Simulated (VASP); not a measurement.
Wanted: the native input for a VASP 6.6.1 run.

```
Task                   : single point
Functional             : r2SCAN
Potentials or basis    : VASP PAW PBE potentials, release 64 (Pt)
Cutoff                 : 520 eV
k mesh                 : 18 × 18 × 18
Occupations            : fermi-dirac, width 0.05 eV
Spin                   : no spin polarisation
Dipole correction      : no
Further INCAR settings : ALGO = Normal; EDIFF = 1e-07; NBANDS = 11
```

Pt:

```
CELL_PARAMETERS angstrom
0.00000 1.98328 1.98328
1.98328 0.00000 1.98328
1.98328 1.98328 0.00000
ATOMIC_POSITIONS crystal
Pt 0.00000 0.00000 0.00000
```

One way to write it, as run:

POSCAR

```
Pt
1.0
    0.0000000000      1.9832802830      1.9832802830
    1.9832802830      0.0000000000      1.9832802830
    1.9832802830      1.9832802830      0.0000000000
Pt
1
Direct
    0.0000000000      0.0000000000      0.0000000000
```

INCAR.step1

```
SYSTEM = Pt
ALGO = Normal
EDIFF = 1E-4
ENCUT = 520
GGA = PE
ISMEAR = -1
LASPH = .TRUE.
LCHARG = .FALSE.
LREAL = .FALSE.
LWAVE = .TRUE.
NBANDS = 11
NELM = 60
PREC = Accurate
SIGMA = 0.05
```

INCAR.step2

```
SYSTEM = Pt
ALGO = Normal
EDIFF = 1E-7
ENCUT = 520
ISIF = 2
ISMEAR = -1
ISTART = 1
LASPH = .TRUE.
LCHARG = .TRUE.
LELF = .TRUE.
LMIXTAU = .TRUE.
LREAL = .FALSE.
LVHAR = .TRUE.
LWAVE = .FALSE.
METAGGA = R2SCAN
NBANDS = 11
NELM = 60
PREC = Accurate
SIGMA = 0.05
```

KPOINTS

```
k-points
0
G
  18 18 18
  0 0 0
```

Potentials or basis: VASP PAW PBE potentials, release 64 (Pt).

Run with:

```bash
$ cat potpaw_PBE.64/Pt/POTCAR > POTCAR
$ cp INCAR.step1 INCAR
$ mpirun -np 1 vasp_std > vasp.out
$ cp INCAR.step2 INCAR
$ mpirun -np 1 vasp_std > vasp.out
```

It gave:

```
Pressure               : -4.5 GPa
Band gap on the k mesh : zero (band 5 reaches 10.86 eV, above the bottom of band 6 at 8.62 eV)
```

Caveat: the PAW data sets were made with another functional, which shifts forces and pressure a little; spin-orbit coupling is left out, which moves the levels of the heavy elements.

It used 120 s of CPU time on 1 thread of AMD EPYC 7R13 Processor (Zen 3) (shared host).
